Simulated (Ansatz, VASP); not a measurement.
**One calculation of Co2Re, two programs**

Contents of INCAR:

```
SYSTEM = Co2Re
  PREC = Accurate
  ENCUT = 520
  EDIFF = 1E-7
  ISMEAR = 0
  SIGMA = 0.1
  LREAL = .FALSE.
  LASPH = .TRUE.
  NELM = 150
  ALGO = Normal
  ISIF = 2
  LWAVE = .FALSE.
  LCHARG = .FALSE.
  ISPIN = 2
  MAGMOM = 3 3 3 3 0 0
  LORBIT = 11
  LMAXMIX = 4
  GGA = PE
  NBANDS = 38
```

KPOINTS

```
Automatic mesh
0
G
  6 6 6
  0 0 0
```

File POSCAR:

```
Co2Re
1.0
    0.0000000000      3.2622829837      3.2622829837
    3.2622829837      0.0000000000      3.2622829837
    3.2622829837      3.2622829837      0.0000000000
Co Re
4 2
Direct
    0.6250000000      0.6250000000      0.6250000000
    0.1250000000      0.6250000000      0.6250000000
    0.6250000000      0.6250000000      0.1250000000
    0.6250000000      0.1250000000      0.6250000000
    0.0000000000      0.0000000000      0.0000000000
    0.2500000000      0.2500000000      0.2500000000
```

Input for Ansatz:

```yaml
crystal:
  lattice:
    - [0.0, 3.2622829837, 3.2622829837]
    - [3.2622829837, 0.0, 3.2622829837]
    - [3.2622829837, 3.2622829837, 0.0]
  atoms:
    - { symbol: Co, position: [0.625, 0.625, 0.625], spin: 3.0 }
    - { symbol: Co, position: [0.125, 0.625, 0.625], spin: 3.0 }
    - { symbol: Co, position: [0.625, 0.625, 0.125], spin: 3.0 }
    - { symbol: Co, position: [0.625, 0.125, 0.625], spin: 3.0 }
    - { symbol: Re, position: [0.0, 0.0, 0.0] }
    - { symbol: Re, position: [0.25, 0.25, 0.25] }
basis:
  ecutwfc: 420
kpoints:
  mp_grid: { grid: [6, 6, 6] }
hamiltonian:
  xc: pbe
scf:
  occupations: { method: gaussian, width: 0.1 }
  lower_state_search: "off"
output:
  forces: true
  stress: true
  eigenvalues: true
  populations: true
magnetization:
  spin_polarized: true
```

Alike in both runs: task single point; functional PBE; k mesh 6 × 6 × 6; occupations gaussian, width 0.1 eV; collinear spin.

|  | VASP | Ansatz |
| --- | --- | --- |
| version | VASP 6.6.1 | Ansatz 0.2.0 |
| potentials or method | VASP PAW PBE potentials, release 64 (Co, Re), cutoff 520 eV | scalar-relativistic, plane waves, PAW |
| valence electrons in the cell | 50 | 98 |

|  | VASP | Ansatz | Ansatz less VASP |
| --- | --- | --- | --- |
| gap on the k mesh at the Fermi level (eV) | none | none | - |
| pressure (GPa) | 1.2 | 2.2 | +1.01 |
| net moment per atom (μB) | 0.34 | 0.34 | +0.002 |
| size of the moment on the site where the two differ most (μB) | 0.50 | 0.51 | +0.013 |

Site moments also hang on the region over which each program counts them. A gap of «none» marks a metal or a gap that the smearing closes. VASP's potentials hold 50 valence electrons a cell and Ansatz's 98, so a difference there can come from the potentials and not from the codes.

Neither program's run includes spin-orbit coupling.
